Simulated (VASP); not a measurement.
A run of VASP 6.6.1 is set up as follows.

INCAR

```
SYSTEM = CoO
ALGO = Normal
EDIFF = 1E-7
ENCUT = 520
GGA = PE
ISIF = 2
ISMEAR = 0
ISPIN = 2
LASPH = .TRUE.
LCHARG = .TRUE.
LELF = .TRUE.
LMAXMIX = 4
LORBIT = 11
LREAL = .FALSE.
LVHAR = .TRUE.
LWAVE = .FALSE.
MAGMOM = 0.5 0.5 0 0
NBANDS = 27
NELM = 150
PREC = Accurate
SIGMA = 0.01
```

File KPOINTS:

```
k-points
0
G
  12 12 12
  0 0 0
```

Contents of POSCAR:

```
CoO
1.0
    1.6022198417      0.9250420569      5.1329417806
   -1.6022198417      0.9250420569      5.1329417806
    0.0000000000     -1.8500841138      5.1329417806
Co O
2 2
Direct
    0.9994877300      0.9994877300      0.9994877300
    0.4994905900      0.4994905900      0.4994905900
    0.3754955300      0.3754955300      0.3754955300
    0.8755255000      0.8755255000      0.8755255000
```

Potentials or basis: VASP PAW PBE potentials, release 64 (Co, O).

Launch:

```console
$ cat potpaw_PBE.64/Co/POTCAR potpaw_PBE.64/O/POTCAR > POTCAR
$ mpirun -np 1 vasp_std > vasp.out
```

Task: What does it give for the net moment?

Result: 5.52 μB per cell.

Task: What does it give for the site moments?

Result: Co +2.38; O +0.29 μB.

Stress tensor (GPa, compression positive):
```
-1.84  0.00  0.00
 0.00 -1.84  0.00
 0.00  0.00  3.66
```

Caveat: the stress differs along the axes, from -2 to 4 GPa.
